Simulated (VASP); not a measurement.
Here is a VASP 6.6.1 calculation.

The input INCAR:

```
SYSTEM = Mg9O8
PREC = Accurate
ENCUT = 520
EDIFF = 1E-6
ISMEAR = 0
SIGMA = 0.02
LREAL = Auto
LASPH = .TRUE.
NELM = 60
ALGO = Normal
ISIF = 2
LWAVE = .FALSE.
LCHARG = .FALSE.
GGA = PE
NBANDS = 47
```

File KPOINTS:

```
regular mesh
0
G
  3 3 3
  0 0 0
```

Contents of POSCAR:

```
Mg9O8
1.0
    0.0000000000      4.0150000000      4.0150000000
    4.0150000000      0.0000000000      4.0150000000
    4.0150000000      4.0150000000      0.0000000000
Mg O
9 8
Direct
    0.0221092473      0.0210769673      0.0204553090
    0.0223727412      0.0214895615      0.4339279470
    0.0220614063      0.4355000067      0.0205522966
    0.0018745865      0.4992363756      0.4988888010
    0.4364660015      0.0211038811      0.0204652508
    0.5002207279      0.0008898775      0.4988654266
    0.5000054266      0.4989885614      0.0012013492
    0.5002121014      0.4992459629      0.4988939864
    0.8760310539      0.8750084987      0.8730333496
    0.2601747475      0.2591652954      0.2589271775
    0.2602111753      0.2593356288      0.7204160265
    0.2601331605      0.7209227506      0.2590015151
    0.2631547849      0.7451628434      0.7457952876
    0.7219564898      0.2591590557      0.2588997937
    0.7461700928      0.2621330525      0.7457870514
    0.7468803595      0.7459121874      0.2605870185
    0.7461061972      0.7451195937      0.7457412135
```

Potentials or basis: VASP PAW PBE potentials, release 64 (Mg, O).

Run with:

```sh
$ cat potpaw_PBE.64/Mg/POTCAR potpaw_PBE.64/O/POTCAR > POTCAR
$ mpirun -np 1 vasp_std > vasp.out
```

Predict the band gap on the k mesh.

zero (band 33 reaches 12.91 eV, above the bottom of band 34 at 12.35 eV).

Predict the largest force.

0.063 eV/Å.

What does it give for the pressure?

91.0 GPa.

Forces in eV/Å, atoms in the order of the input:
```
Mg  -0.013 -0.013 -0.016
Mg   0.013  0.018 -0.017
Mg   0.011 -0.013  0.014
Mg  -0.007  0.006  0.005
Mg  -0.013  0.017  0.014
Mg   0.010 -0.007  0.006
Mg   0.007  0.005 -0.005
Mg  -0.007 -0.006 -0.006
Mg  -0.001 -0.003  0.001
O   -0.017 -0.018 -0.020
O    0.011  0.018 -0.015
O    0.015 -0.019  0.020
O   -0.034  0.034  0.037
O   -0.013  0.018  0.016
O    0.035 -0.037  0.035
O    0.036  0.036 -0.037
O   -0.033 -0.036 -0.034
```

Caveat: the k points lie up to 0.45 Å⁻¹ apart.
